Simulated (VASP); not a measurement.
# GaN: dielectric tensor with PBE

GaN:

```
Ga N
1.0
     3.17712    0.00000    0.00000
    -1.58856    2.75147    0.00000
     0.00000    0.00000    5.17537
Ga N
2 2
Direct
  0.33333 0.66667 0.99918
  0.66667 0.33333 0.49918
  0.33333 0.66667 0.37582
  0.66667 0.33333 0.87582
```

- Program: VASP 6.6.1
- Task: dielectric tensor
- Functional: PBE
- Potentials or basis: VASP PAW PBE potentials, release 64 (Ga_d, N)
- Cutoff: 520 eV
- k mesh: 8 × 8 × 4
- Occupations: gaussian, width 0.01 eV
- Spin: no spin polarisation
- Dipole correction: no
- Further INCAR settings: ALGO = Normal; EDIFF = 1e-08

```
Band gap on the k mesh                  : 1.98 eV, direct
Electronic dielectric tensor (diagonal) : 5.82, 5.82, 6.02
Born charges (mean of the diagonal)     : Ga +2.66; N -2.66 e
```

Levels at points of the mesh, in eV from the valence-band top:
```csv
k point,band 16,band 17,band 18,band 19,band 20,band 21
"(0.00, 0.00, 0.00)",-0.04,0.00,0.00,1.98,4.32,9.25
"(0.50, 0.00, 0.00)",-2.77,-2.23,-1.01,5.09,5.62,6.07
"(0.00, 0.00, 0.50)",-0.54,-0.54,-0.54,4.31,4.31,8.52
"(0.50, 0.00, 0.50)",-1.96,-1.91,-1.91,4.44,4.44,7.82
```

Electronic dielectric tensor:
```
5.82 0.00 0.00
0.00 5.82 0.00
0.00 0.00 6.02
```

Born effective charge tensors (e):
atom 1, Ga
```
2.62 0.00 0.00
0.00 2.62 0.00
0.00 0.00 2.76
```
atom 2, Ga
```
2.62 0.00 0.00
0.00 2.62 0.00
0.00 0.00 2.76
```
atom 3, N
```
-2.62  0.00  0.00
 0.00 -2.62  0.00
 0.00  0.00 -2.76
```
atom 4, N
```
-2.62  0.00  0.00
 0.00 -2.62  0.00
 0.00  0.00 -2.76
```

It took 4.4 min on 1 thread of AMD EPYC 9R45 96-Core Processor (Zen 5), on a shared host, peak memory 0.29 GiB.
